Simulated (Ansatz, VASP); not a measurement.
**InP in VASP and in Ansatz**

File INCAR:

```
PREC = Accurate
ENCUT = 500
EDIFF = 1E-6
ISMEAR = 0
SIGMA = 0.02
LREAL = F
LASPH = T
NELM = 120
ALGO = Normal
ISIF = 2
LWAVE = F
LCHARG = F
GGA = PS
NBANDS = 16
GGA_COMPAT = F
```

Contents of KPOINTS:

```
regular mesh
0
Gamma
  8 8 8
```

The input POSCAR:

```
InP
1.0
    0.0000000000      2.7688340000      2.7688340000
    2.7688340000      0.0000000000      2.7688340000
    2.7688340000      2.7688340000      0.0000000000
In P
1 1
Direct
    0.0000000000      0.0000000000      0.0000000000
    0.5000000000      0.5000000000      0.5000000000
```

File input.yaml:

```yaml
crystal:
  lattice:
    - [0.0, 2.768834, 2.768834]
    - [2.768834, 0.0, 2.768834]
    - [2.768834, 2.768834, 0.0]
  atoms:
    - { symbol: In, position: [0.0, 0.0, 0.0] }
    - { symbol: P, position: [0.5, 0.5, 0.5] }
hamiltonian:
  xc: pbesol
  pseudopotentials: { kind: paw }
kpoints:
  mp_grid: { grid: [8, 8, 8] }
scf:
  occupations: { method: gaussian, width: 0.02 }
output:
  forces: true
  stress: true
  eigenvalues: true
```

Alike in both runs: task single point; functional PBEsol; k mesh 8 × 8 × 8; occupations gaussian, width 0.02 eV; no spin polarisation.

```csv
,VASP,Ansatz
version,VASP 6.6.1,Ansatz 0.2.0
potentials or method,"VASP PAW PBE potentials, release 64 (In_d, P)",Ansatz PAW
plane-wave cutoff (eV),500,420
valence electrons in the cell,18,18
```

|  | VASP | Ansatz | Ansatz less VASP |
| --- | --- | --- | --- |
| gap on the k mesh at the Fermi level (eV) | none | none | - |
| pressure (GPa) | -3.4 | -3.4 | -0.04 |

VASP's potentials were made for PBE, not for PBEsol. A gap of «none» marks a metal or a gap that the smearing closes.
